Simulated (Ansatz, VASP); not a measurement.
**One calculation of GaN, two programs**

```
Ga N
1.0
     0.00000    2.52435    2.52435
     2.52435    0.00000    2.52435
     2.52435    2.52435    0.00000
Ga N
1 1
Direct
  0.00000 0.00000 0.00000
  0.25000 0.25000 0.25000
```

Alike in both runs: task single point; functional PBE; k mesh 6 × 6 × 6; occupations gaussian, width 0.1 eV; no spin polarisation.

|  | VASP | Ansatz |
| --- | --- | --- |
| version | VASP 6.6.1 | Ansatz 0.2.0 |
| potentials or method | VASP PAW PBE potentials, release 64 (Ga_d, N), cutoff 600 eV | scalar-relativistic, plane waves, PAW |
| valence electrons in the cell | 18 | 18 |

Ansatz gave:

* gap on the k mesh at the Fermi level (eV): none
* pressure (GPa): -26.1

Question: What did VASP give for the same quantities?

Answer: gap on the k mesh at the Fermi level (eV): none; pressure (GPa): -26.0.

A gap of «none» marks a metal or a gap that the smearing closes.
